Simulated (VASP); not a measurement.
Write the native input for VASP 6.6.1 that does the following.

- Task: single point
- Functional: PBE
- Potentials or basis: VASP PAW PBE potentials, release 64 (Ni, Si)
- Cutoff: 520 eV
- k mesh: 15 × 15 × 15
- Occupations: fermi-dirac, width 0.1 eV
- Spin: no spin polarisation
- Dipole correction: no
- Further INCAR settings: ALGO = Normal; EDIFF = 1e-06; NBANDS = 14

The structure of SiNi (CsCl type) lies in POSCAR:

```
SiNi
1.0
    2.7204454039      0.0000000000      0.0000000000
    0.0000000000      2.7204454039      0.0000000000
    0.0000000000      0.0000000000      2.7204454039
Ni Si
1 1
Direct
    0.0000000000      0.0000000000      0.0000000000
    0.5000000000      0.5000000000      0.5000000000
```

The input as run:

INCAR

```
SYSTEM = SiNi
PREC = Accurate ; ENCUT = 520
EDIFF = 1E-6 ; ISMEAR = -1
SIGMA = 0.1 ; LREAL = .False.
LASPH = .True. ; NELM = 100
ALGO = Normal ; ISIF = 2
LWAVE = .False. ; LCHARG = .True.
GGA = PE ; LELF = .True.
LVHAR = .True. ; NBANDS = 14
```

KPOINTS

```
regular mesh
0
Gamma
  15 15 15
  0 0 0
```

Potentials or basis: VASP PAW PBE potentials, release 64 (Ni, Si).

The run is started by

```sh
$ cat potpaw_PBE.64/Ni/POTCAR potpaw_PBE.64/Si/POTCAR > POTCAR
$ mpirun -np 1 vasp_std > vasp.out
```

Results of the run:

```json
{
 "Pressure": "30.0 GPa",
 "Band gap on the k mesh": "zero (bands 7 and 8 overlap by 3.15 eV)"
}
```

Caveat: the cell stands under pressure.

Run time: 49 s on 1 thread of Intel Xeon 8259CL (shared host), peak memory 0.15 GiB.
